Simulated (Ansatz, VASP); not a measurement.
One calculation of Ru, two programs

The input INCAR:

```
SYSTEM = Ru
PREC     = Accurate       ! precision mode
ENCUT    = 520            ! plane-wave cutoff, eV
EDIFF    = 1E-8           ! SCF threshold, eV
ISMEAR   = -1             ! smearing method
SIGMA    = 0.03           ! smearing width, eV
LREAL    = .FALSE.        ! projectors in reciprocal space
LASPH    = .TRUE.         ! aspherical terms in the spheres
NELM     = 80             ! most SCF steps
ALGO     = Normal         ! electronic algorithm
ISIF     = 2              ! what is computed and relaxed
LWAVE    = .FALSE.        ! write WAVECAR
LCHARG   = .FALSE.        ! write CHGCAR
GGA      = PE             ! functional
LEFG     = .TRUE.       
NBANDS   = 21             ! bands
```

KPOINTS

```
Automatic mesh
0
G
  10 10 10
  0 0 0
```

File POSCAR:

```
Ru
1.0
    0.0000000000      2.7086831726      2.7086831726
    2.7086831726      0.0000000000      2.7086831726
    2.7086831726      2.7086831726      0.0000000000
Ru
2
Direct
    0.0000000000      0.0000000000      0.0000000000
    0.2500000000      0.2500000000      0.2500000000
```

Input for Ansatz:

```yaml
crystal:
  lattice:
    - [0.0, 2.7086831726, 2.7086831726]
    - [2.7086831726, 0.0, 2.7086831726]
    - [2.7086831726, 2.7086831726, 0.0]
  atoms:
    - { symbol: Ru, position: [0.0, 0.0, 0.0] }
    - { symbol: Ru, position: [0.25, 0.25, 0.25] }
kpoints:
  mp_grid: { grid: [10, 10, 10] }
scf:
  occupations: { method: fermi_dirac, width: 0.03 }
hamiltonian:
  xc: pbe
  pseudopotentials: { kind: paw }
output:
  forces: true
  stress: true
  eigenvalues: true
  efg: { contact_densities: true }
```

Change from the starting cell: volume scaled by 0.98, PAW files.

Alike in both runs: task electric field gradients; functional PBE; k mesh 10 × 10 × 10; occupations fermi-dirac, width 0.03 eV; no spin polarisation.

|  | VASP | Ansatz |
| --- | --- | --- |
| version | VASP 6.6.1 | Ansatz 0.2.0 |
| potentials or method | VASP PAW PBE potentials, release 64 (Ru_pv) | PAW with Ansatz's default frozen-core files, scalar-relativistic |
| plane-wave cutoff (eV) | 520 | 420 |
| valence electrons in the cell | 28 | 32 |

```csv
,VASP,Ansatz,Ansatz less VASP
pressure (GPa),3.8,3.5,-0.29
```

VASP's potentials hold 28 valence electrons a cell and Ansatz's 32, so a difference there can come from the potentials and not from the codes.
